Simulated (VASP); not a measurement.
# TiO2 in VASP: further runs

TiO2 is run at these levels: BLYP, r2SCAN, PBE+U; tasks: single point.

All numbers are computed with VASP 6.6.1; they aren't measurements. Logs are shortened: lines on timing, memory, paths and dates and some standing lists are left out, and cuts for length are marked.

### Step 1. The cell of the first run

The typed cell holds 6 atoms: a = 3.819 Å, b = 3.819 Å, c = 5.612 Å, α = 109.89°, β = 109.89°, γ = 90.00°.

### Step 2. Single point, BLYP

The input, INCAR:

```
SYSTEM = TiO2
  PREC = Accurate
  ENCUT = 520
  EDIFF = 1E-7
  ISMEAR = -1
  SIGMA = 0.05
  LREAL = .FALSE.
  LASPH = .TRUE.
  NELM = 80
  ALGO = Normal
  ISIF = 2
  LWAVE = .FALSE.
  LCHARG = .FALSE.
  GGA = B5
  ALDAX = 1.0
  AGGAX = 1.0
  AGGAC = 1.0
  ALDAC = 0.0
  NBANDS = 33
```

The input, KPOINTS:

```
regular mesh
0
G
  8 8 6
  0 0 0
```

The input, POSCAR:

```
TiO2
1.0
    2.7006517362     -2.7007283225     -0.0200683340
    2.7006517362      2.7007283225     -0.0200683340
   -2.6638654876      0.0000000000      4.9393700848
Ti O
2 4
Direct
    0.8749890366      0.1250109634      0.7500000000
    0.1250109634      0.8749890366      0.2500000000
    0.0804955003      0.3304677760      0.1609459892
    0.9195044997      0.6695322240      0.8390540108
    0.6695322240      0.9195044997      0.3390540108
    0.3304677760      0.0804955003      0.6609459892
```

Potentials or basis: VASP PAW PBE potentials, release 64 (Ti_sv, O).

On the command line:

```bash
$ cat potpaw_PBE.64/Ti_sv/POTCAR potpaw_PBE.64/O/POTCAR > POTCAR
$ mpirun -np 1 vasp_std > vasp.out
```

OUTCAR:

```text
SYSTEM = TiO2
   PREC = Accurate
   ENCUT = 520
   EDIFF = 1E-7
   ISMEAR = -1
   LREAL = .FALSE.
   LASPH = .TRUE.
   NELM = 80
   ISIF = 2
   GGA = B5

 ion  position               nearest neighbor table
   1  0.875  0.125  0.750-   4 1.96   6 1.96   6 1.96   4 1.96   3 2.02   5 2.02
   2  0.125  0.875  0.250-   5 1.96   3 1.96   5 1.96   3 1.96   6 2.02   4 2.02
   3  0.080  0.330  0.161-   2 1.96   2 1.96   1 2.02
   4  0.920  0.670  0.839-   1 1.96   1 1.96   2 2.02
   5  0.670  0.920  0.339-   2 1.96   2 1.96   1 2.02
   6  0.330  0.080  0.661-   1 1.96   1 1.96   2 2.02

  LATTYP: Found a base centered monoclinic cell.
 ALAT       =     5.4014525966
 B/A-ratio  =     1.0000007495
 C/A-ratio  =     1.0389634804
 COS(beta)  =    -0.4812076547

  Lattice vectors:

 A1 = (   2.7006517362,  -2.7007283225,  -0.0200683340)
 A2 = (   2.7006517362,   2.7007283225,  -0.0200683340)
 A3 = (  -2.6638654876,   0.0000000000,   4.9393700848)

Analysis of symmetry for initial positions (statically):
=====================================================================
 Subroutine PRICEL returns:
 Original cell was already a primitive cell.

 Routine SETGRP: Setting up the symmetry group for a
 base centered monoclinic supercell.

 Subroutine GETGRP returns: Found  4 space group operations
 (whereof  2 operations were pure point group operations)
 out of a pool of  4 trial point group operations.

The static configuration has the point symmetry S_2 .
 The point group associated with its full space group is C_2h.

Analysis of symmetry for dynamics (positions and initial velocities):
=====================================================================
 Subroutine PRICEL returns:
 Original cell was already a primitive cell.

 Routine SETGRP: Setting up the symmetry group for a
 base centered monoclinic supercell.

 Subroutine GETGRP returns: Found  4 space group operations
 (whereof  2 operations were pure point group operations)
 out of a pool of  4 trial point group operations.

The dynamic configuration has the point symmetry S_2 .
 The point group associated with its full space group is C_2h.

 Subroutine INISYM returns: Found  4 space group operations
 (whereof  2 operations are pure point group operations),
 and found     1 'primitive' translations

----------------------------------------------------------------------------------------

                                     Primitive cell

  volume of cell :      71.7641

  direct lattice vectors                    reciprocal lattice vectors
     2.700651736 -2.700728322 -0.020068334     0.185885448 -0.185135245  0.100250401
     2.700651736  2.700728322 -0.020068334     0.185885448  0.185135245  0.100250401
    -2.663865488  0.000000000  4.939370085     0.001510481  0.000000000  0.203269587

  length of vectors
     3.819405191  3.819405191  5.611911989     0.280853346  0.280853346  0.203275199

  position of ions in fractional coordinates (direct lattice)
     0.874989037  0.125010963  0.750000000
     0.125010963  0.874989037  0.250000000
     0.080495500  0.330467776  0.160945989
     0.919504500  0.669532224  0.839054011
     0.669532224  0.919504500  0.339054011
     0.330467776  0.080495500  0.660945989

  ion indices of the primitive-cell ions
   primitive index   ion index
                 1           1
                 2           2
                 3           3
                 4           4
                 5           5
                 6           6

----------------------------------------------------------------------------------------

 KPOINTS: regular mesh

Automatic generation of k-mesh.
 Grid dimensions read from file:
 generate k-points for:    8    8    6

 Generating k-lattice:

  Cartesian coordinates                     Fractional coordinates (reciprocal lattice)
     0.023235681 -0.023141906  0.012531300     0.125000000 -0.000000000  0.000000000
     0.023235681  0.023141906  0.012531300    -0.000000000  0.125000000  0.000000000
     0.000251747  0.000000000  0.033878264     0.000000000  0.000000000  0.166666667

  Length of vectors
     0.035106668  0.035106668  0.033879200

  Shift w.r.t. Gamma in fractional coordinates (k-lattice)
     0.000000000  0.000000000  0.000000000

 Subroutine IBZKPT returns following result:
 ===========================================

 Found    114 irreducible k-points:

 Following reciprocal coordinates:
            Coordinates               Weight
  0.000000  0.000000  0.000000      1.000000
  0.125000  0.000000  0.000000      4.000000
  0.250000  0.000000  0.000000      4.000000
  0.375000  0.000000  0.000000      4.000000
  0.500000  0.000000  0.000000      2.000000
  0.125000  0.125000  0.000000      2.000000
[... 16 lines left out ...]
  0.125000  0.000000  0.166667      4.000000
  0.250000  0.000000  0.166667      4.000000
 [... further k-points ...]
   k-points           NKPTS =    114   k-points in BZ     NKDIM =    114   number of bands    NBANDS=     33
   number of dos      NEDOS =    301   number of ions     NIONS =      6
   total plane-waves  NPLWV =  32928
   dimension x,y,z NGX =    28 NGY =   28 NGZ =   42
   dimension x,y,z NGXF=    56 NGYF=   56 NGZF=   84
   ions per type =               2   4
   NGX,Y,Z   is equivalent  to a cutoff of  12.19, 12.19, 12.44 a.u.
   NGXF,Y,Z  is equivalent  to a cutoff of  24.37, 24.37, 24.88 a.u.
 SYSTEM =  TiO2
   PREC   = accura    normal or accurate (medium, high low for compatibility)
   ISTART =      0    job   : 0-new  1-cont  2-samecut
   ICHARG =      2    charge: 1-file 2-atom 10-const
   ISPIN  =      1    spin polarized calculation?
   LNONCOLLINEAR =      F non collinear calculations
   LSORBIT =      F    spin-orbit coupling
   LASPH  =      T    aspherical Exc in radial PAW
   ENCUT  =  520.0 eV  38.22 Ry    6.18 a.u.   7.10  7.10 10.43*2*pi/ulx,y,z
   NELM   =     80;   NELMIN=  2; NELMDL= -5     # of ELM steps
   EDIFF  = 0.1E-06   stopping-criterion for ELM
   LREAL  =      F    real-space projection
   EDIFFG = 0.1E-05   stopping-criterion for IOM
   NSW    =      0    number of steps for IOM
   IBRION =     -1    ionic relax: 0-MD 1-quasi-New 2-CG
   NFREE  =      0    steps in history (QN), initial steepest desc. (CG)
   ISIF   =      2    stress and relaxation
   ISYM   =      2    0-nonsym 1-usesym 2-fastsym
   POTIM  = 0.5000    time-step for ionic-motion
   TEBEG  =    0.0;   TEEND  =   0.0 temperature during run
   PSTRESS=    0.0 pullay stress
   NELECT =      48.0000    total number of electrons
   NUPDOWN=      -1.0000    fix difference up-down
   EMIN   =  10.00;   EMAX   =-10.00  energy-range for DOS
   EFERMI =   0.00;   METHOD = LEGACY
   ISMEAR =    -1;   SIGMA  =   0.05  broadening in eV -4-tet -1-fermi 0-gaus
   EFERMI_NEDOS =   21; number of points for ismear=-14 and -15
   IALGO  =     38    algorithm
   IMIX   =      4    mixing-type and parameters
     AMIX     =   0.40;   BMIX     =  1.00
     AMIX_MAG =   1.60;   BMIX_MAG =  1.00
  volume/ion in A,a.u.               =      11.96        80.71
  Fermi-wavevector in a.u.,A,eV,Ry     =   1.431703  2.705526 27.888855  2.049773
  Thomas-Fermi vector in A             =   2.551410
   LORBIT       =      0    0 simple, 1 ext, 2 COOP (PROOUT), +10 PAW based schemes
   GGA     = B5    functional components
   LHFCALC =     F    Hartree Fock is set to
   AEXX    =    0.0000 exact exchange contribution
   IVDW    =     0    specifies the selected vdW correction
   LEPSILON=     F    determine dielectric tensor
   LRPA    =     F    only Hartree local field effects (RPA)
 non-spin polarized calculation
  energy-cutoff  :      520.00
  volume of cell :       71.76
 maximum number of plane-waves:      1951
   NGX = 15   NGY = 15   NGZ = 21

 number of electron      47.9999988 magnetization

 Free energy of the ion-electron system (eV)
  ---------------------------------------------------
  ext. energy  EPLUGINS =         0.00000000
  ---------------------------------------------------
  free energy    TOTEN  =       -51.77412912 eV

  energy without entropy =      -51.77412912  energy(sigma->0) =      -51.77412912

 E-fermi :   4.2633     XC(G=0): -10.0665

 val. band max:        3.1701392629   @ k =  -0.3750   0.3750   0.0000
 cond. band min:       5.2707094161   @ k =   0.0000   0.0000   0.0000
 fundamental gap:      2.1005701532
 Fermi energy:         4.2633081703

 k-point     1 :       0.0000    0.0000    0.0000
  band No.  band energies     occupation
      1     -53.1654      2.00000
      2     -53.1210      2.00000
      3     -29.7048      2.00000
      4     -29.5025      2.00000
      5     -29.5025      2.00000
      6     -29.4496      2.00000
[... 25 lines left out ...]
     32       7.9599      0.00000
     33       8.1899      0.00000

 k-point     2 :       0.1250    0.0000    0.0000
  band No.  band energies     occupation
      1     -53.1639      2.00000
      2     -53.1220      2.00000
      3     -29.7009      2.00000
      4     -29.5188      2.00000
      5     -29.5036      2.00000
      6     -29.4567      2.00000
[... 25 lines left out ...]
     32       8.3299      0.00000
     33       8.5452      0.00000

 k-point     3 :       0.2500    0.0000    0.0000
  band No.  band energies     occupation
      1     -53.1598      2.00000
      2     -53.1247      2.00000
      3     -29.6915      2.00000
      4     -29.5561      2.00000
      5     -29.5059      2.00000
      6     -29.4718      2.00000
[... 25 lines left out ...]
     32       8.6914      0.00000
     33       8.9590      0.00000

 k-point     4 :       0.3750    0.0000    0.0000
  band No.  band energies     occupation
      1     -53.1549      2.00000
      2     -53.1283      2.00000
      3     -29.6816      2.00000
      4     -29.5934      2.00000
      5     -29.5079      2.00000
      6     -29.4824      2.00000
[... 673 lines left out ...]
     32       8.1158      0.00000
     33       8.1718      0.00000

 k-point    23 :       0.1250    0.0000    0.1667
  band No.  band energies     occupation
      1     -53.1590      2.00000
      2     -53.1269      2.00000
      3     -29.6681      2.00000
      4     -29.5287      2.00000
      5     -29.5108      2.00000
      6     -29.4515      2.00000
[... 25 lines left out ...]
     32       8.4314      0.00000
     33       8.5026      0.00000

 k-point    24 :       0.2500    0.0000    0.1667
  band No.  band energies     occupation
      1     -53.1541      2.00000
      2     -53.1304      2.00000
      3     -29.6555      2.00000
      4     -29.5691      2.00000
      5     -29.5121      2.00000
      6     -29.4707      2.00000
[... 25 lines left out ...]
     32       8.7675      0.00000
     33       8.8071      0.00000

 [... further k-points ...]

------------------------ aborting loop because EDIFF is reached ----------------------------------------

  FORCE on cell =-STRESS in cart. coord.  units (eV):
  Direction    XX          YY          ZZ          XY          YZ          ZX
  --------------------------------------------------------------------------------------
  -------------------------------------------------------------------------------------
  Total        0.4150738      0.4152300      0.3878538      0.0000000      0.0000000     -0.0013285
  in kB        9.2667806      9.2702665      8.6590759      0.0000000      0.0000000     -0.0296596
  external PRESSURE =       9.0653743 kB  Pullay stress =       0.0000000 kB

 VOLUME and BASIS-vectors are now :
 -----------------------------------------------------------------------------
  energy-cutoff  :      520.00
  volume of cell :       71.76
      direct lattice vectors                 reciprocal lattice vectors
     2.700651736 -2.700728322 -0.020068334     0.185885448 -0.185135245  0.100250401
     2.700651736  2.700728322 -0.020068334     0.185885448  0.185135245  0.100250401
    -2.663865488  0.000000000  4.939370085     0.001510481  0.000000000  0.203269587

 POSITION                                       TOTAL-FORCE (eV/Angst)
 -----------------------------------------------------------------------------------
      0.70275     -2.02549      3.68446         0.000000     -0.000078      0.000000
      2.03469      2.02549      1.21477        -0.000000      0.000078      0.000000
      0.68113      0.67511      0.78672         0.000022     -0.000017      0.019687
      2.05631     -0.67511      4.11251        -0.000022      0.000017     -0.019687
      3.38824      0.67511      1.64282        -0.000022     -0.000017     -0.019687
     -0.65080     -0.67511      3.25641         0.000022      0.000017      0.019687
 -----------------------------------------------------------------------------------
    total drift:                               -0.000000      0.000000      0.000000

  FREE ENERGIE OF THE ION-ELECTRON SYSTEM (eV)
  ---------------------------------------------------
  free  energy   TOTEN  =       -51.7741291163 eV

  energy  without entropy=      -51.7741291162  energy(sigma->0) =      -51.77412912
```

It took 8.8 min on 1 thread of Intel Xeon 8259CL, shared host; peak memory 0.32 GiB.

Results:

| Property | Result |
| --- | --- |
| Free energy | -51.7741 eV |
| Pressure | 0.9 GPa |
| Largest force | 0.020 eV/Å |
| Band gap on the k mesh | 2.10 eV (least direct gap 2.36 eV) |

Forces in eV/Å, atoms in the order of the input:
```
Ti   0.000  0.000  0.000
Ti   0.000  0.000  0.000
O    0.000  0.000  0.020
O    0.000  0.000 -0.020
O    0.000  0.000 -0.020
O    0.000  0.000  0.020
```

Caveat: the PAW data sets were made with another functional, which shifts forces and pressure a little. A k mesh can miss the band edges.

(Part 1 of 2 ends here.)
